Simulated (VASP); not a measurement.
## Co: single point with PBEsol

Crystal: Co.

```
Co
1.0
     2.45041    0.00000    0.00000
    -1.22521    2.12212    0.00000
     0.00000    0.00000    3.95380
Co
2
Direct
  0.33333 0.66667 0.75000
  0.66667 0.33333 0.25000
```

```yaml
Program: VASP 6.6.1
Task: single point
Functional: PBEsol
Potentials_or_basis: VASP PAW PBE potentials, release 64 (Co)
Cutoff: 520 eV
k_mesh: 12 × 12 × 7
Occupations: fermi-dirac, width 0.05 eV
Spin: collinear spin, ferromagnetic start
Starting_moments: "[2.0, 2.0] μB"
Dipole_correction: no
Further_INCAR_settings: ALGO = Normal; EDIFF = 1e-06; NBANDS = 20
```

```json
{"Pressure": "0.9 GPa", "Net moment": "3.09 μB per cell", "Site moments": "Co +1.55 μB", "Valence electrons inside the program's atomic spheres": "Co 8.38"}
```

Levels at points of the mesh, in eV from the Fermi level:
Spin up:
```tsv
k point	band 8	band 9	band 10	band 11	band 12	band 13	band 14	band 15
(0.00, 0.00, 0.00)	-1.90	-1.90	-0.69	-0.69	-0.13	6.88	22.35	25.44
(0.50, 0.00, 0.00)	-0.56	-0.44	-0.39	1.47	3.59	10.11	10.82	13.25
```
Spin down:
| k point | band 5 | band 6 | band 7 | band 8 | band 9 | band 10 |
| --- | --- | --- | --- | --- | --- | --- |
| (0.00, 0.00, 0.00) | -1.07 | -0.67 | -0.67 | -0.23 | -0.23 | -0.10 |
| (0.50, 0.00, 0.00) | -1.25 | -1.13 | -0.68 | 1.23 | 1.38 | 1.41 |

Wall time 77 s on 1 thread of Intel(R) Xeon(R) Platinum 8175M CPU @ 2.50GHz (Skylake/Cascade Lake), with other jobs on the host, peak memory 0.16 GiB.

Caveat: the PAW data sets were made with another functional, which shifts forces and pressure a little.
